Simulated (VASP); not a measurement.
Runs of VASP 6.6.1 on BeS. The structure is that of space group F-43m (No. 216), or close to it. The cells are those of the table. 

```csv
task,cell,k mesh,cutoff (eV),smearing,gap on the mesh (eV),pressure (GPa)
relaxation of cell and atoms,"relaxed from a = 3.429 Å, angles 60.0, 60.0, 90.0°, 2 atoms",12 × 12 × 12,600,fermi-dirac 0.1 eV,(c),0.0
single point,"a = 3.455, b = 3.455, c = 3.424 Å, angles 59.7, 59.7, 90.0°, 2 atoms",8 × 8 × 8,520,gaussian 0.01 eV,2.78,-1.0
single point,"a = 3.455, b = 3.455, c = 3.428 Å, angles 59.7, 59.7, 90.0°, 2 atoms",8 × 8 × 8,520,gaussian 0.01 eV,2.81,-1.2
single point,"a = 3.421 Å, angles 60.0, 60.0, 90.0°, 2 atoms",12 × 12 × 12,520,fermi-dirac 0.1 eV,2.91,(a)
single point,"a = 3.489, b = 3.489, c = 3.435 Å, angles 59.5, 59.5, 90.0°, 2 atoms",8 × 8 × 8,520,gaussian 0.01 eV,(b),-2.4
```

Alike in all rows: level PBEsol; potentials or basis VASP PAW PBE potentials, release 64 (Be, S); no spin polarisation.

Problem. Estimate the missing entries.

Solution. (a) 0.2; (b) 2.71; (c) 2.92.

Caveats: the PAW data sets were made with another functional, which shifts forces and pressure a little.

A k mesh can miss the band edges.
